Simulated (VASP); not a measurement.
Write the native input for VASP 6.6.1 that does the following.

- Task: single point
- Functional: PBEsol
- Potentials or basis: VASP PAW PBE potentials, release 64 (Sc_sv, C, H)
- Cutoff: 520 eV
- k mesh: 3 × 2 × 1
- Occupations: gaussian, width 0.05 eV
- Spin: no spin polarisation
- Dipole correction: no
- Further INCAR settings: LREAL = Auto; ALGO = Normal; EDIFF = 1e-06; NBANDS = 118

The structure of Sc18H2C lies in POSCAR:

```
Sc18H2C
1.0
    6.6200000000      0.0000000000      0.0000000000
    4.9650000000      8.5996320000      0.0000000000
    0.0000000000      0.0000000000     18.2761400000
Sc C H
18 1 2
Direct
    0.0000000000      0.0000000000      0.0547161490
    0.5000000000      0.0000000000      0.0547161490
    0.0000000000      0.3333333333      0.0547161490
    0.5000000000      0.3333333333      0.0547161490
    0.0000000000      0.6666666667      0.0547161490
    0.5000000000      0.6666666667      0.0547161490
   -0.1581501659      0.2149136149      0.1911505931
    0.3332078808      0.2209228255      0.1881870023
   -0.1591293605      0.5493042028      0.1913286941
    0.3467821516      0.5433529016      0.1899389039
   -0.1481948197      0.8859544222      0.1896829418
    0.3388343699      0.8836186246      0.1900379949
    0.0486069066      0.0134342958      0.3419173852
    0.5271821330     -0.0129997423      0.3219336797
    0.0076935942      0.3181591956      0.3397414334
    0.5238794344      0.3100580350      0.3326624769
    0.0294153113      0.6506555164      0.3220045371
    0.5016046383      0.6595021740      0.3234543509
    0.2745302028      0.1161589240      0.3957435761
   -0.1652357704      0.2195645116      0.3933044396
    0.2294574282      0.1645985549      0.4525898795
```

The input as run:

INCAR

```
SYSTEM = Sc18H2C
PREC = Accurate ; ENCUT = 520
EDIFF = 1E-6 ; ISMEAR = 0
SIGMA = 0.05 ; LREAL = Auto
LASPH = .TRUE. ; NELM = 80
ALGO = Normal ; ISIF = 2
LWAVE = .FALSE. ; LCHARG = .FALSE.
GGA = PS ; NBANDS = 118
```

KPOINTS

```
Automatic mesh
0
G
  3 2 1
  0 0 0
```

Potentials or basis: VASP PAW PBE potentials, release 64 (Sc_sv, C, H).

Run with:

```console
$ cat potpaw_PBE.64/Sc_sv/POTCAR potpaw_PBE.64/C/POTCAR potpaw_PBE.64/H/POTCAR > POTCAR
$ mpirun -np 1 vasp_std > vasp.out
```

It gave:

| Property | Result |
| --- | --- |
| Largest force | 0.430 eV/Å |
| Band gap on the k mesh | zero (bands 102 and 103 overlap by 0.04 eV) |

Caveat: the k points lie up to 0.37 Å⁻¹ apart; there is no dipole correction, which matters where the two faces differ; the PAW data sets were made with another functional, which shifts forces and pressure a little.

Run time: 37 min on 1 thread of Intel(R) Xeon(R) Platinum 8375C CPU @ 2.90GHz (Ice Lake), on a shared host, peak memory 1.2 GiB.
